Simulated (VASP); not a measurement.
Write the native input for VASP 6.6.1 that does the following.

| Quantity | Value |
| --- | --- |
| Task | single point |
| Functional | PBEsol |
| Potentials or basis | VASP PAW PBE potentials, release 64 (Mn_pv, Sn_d) |
| Cutoff | 520 eV |
| k mesh | 8 × 8 × 8 |
| Occupations | gaussian, width 0.1 eV |
| Spin | collinear spin, ferromagnetic start |
| Starting moments | [2.44, 2.44, 0.0, 0.0, 0.0, 0.0] μB |
| Dipole correction | no |
| Further INCAR settings | ALGO = Normal; EDIFF = 1e-06; NBANDS = 54 |

The structure of MnSn2 lies in POSCAR:

```
MnSn2
1.0
   -3.3230000000      3.3230000000      2.7125000000
    3.3230000000     -3.3230000000      2.7125000000
    3.3230000000      3.3230000000     -2.7125000000
Mn Sn
2 4
Direct
    0.7500000000      0.7500000000      0.0000000000
    0.2500000000      0.2500000000      0.0000000000
    0.1660619427      0.6660619427      0.8321238854
    0.6660619427      0.8339380573      0.5000000000
    0.8339380573      0.3339380573      0.1678761146
    0.3339380573      0.1660619427      0.5000000000
```

These files were run (other wordings do the same):

INCAR

```
  PREC = Accurate
  ENCUT = 520
  EDIFF = 1E-6
  ISMEAR = 0
  SIGMA = 0.1
  LREAL = False
  LASPH = True
  NELM = 150
  ALGO = Normal
  ISIF = 2
  LWAVE = False
  LCHARG = False
  ISPIN = 2
  MAGMOM = 2.44 2.44 0 0 0 0
  LORBIT = 11
  LMAXMIX = 4
  GGA = PS
  NBANDS = 54
  KPAR = 4
```

KPOINTS

```
regular mesh
0
Gamma
  8 8 8
```

Potentials or basis: VASP PAW PBE potentials, release 64 (Mn_pv, Sn_d).

The run is started by

```sh
$ cat potpaw_PBE.64/Mn_pv/POTCAR potpaw_PBE.64/Sn_d/POTCAR > POTCAR
$ mpirun -np 4 vasp_std > vasp.out
```

It gave:

* Pressure: -4.6 GPa
* Net moment: 4.56 μB per cell
* Site moments: Mn +2.48; Sn -0.10 μB
* Valence electrons inside the program's atomic spheres: Mn 11.65; Sn 12.29

Caveat: the cell stands under tension; the PAW data sets were made with another functional, which shifts forces and pressure a little.

It took 4.7 min on 4 MPI ranks on Oxide Virtual Turin-like Processor, on a shared host, peak memory 0.63 GiB a rank.
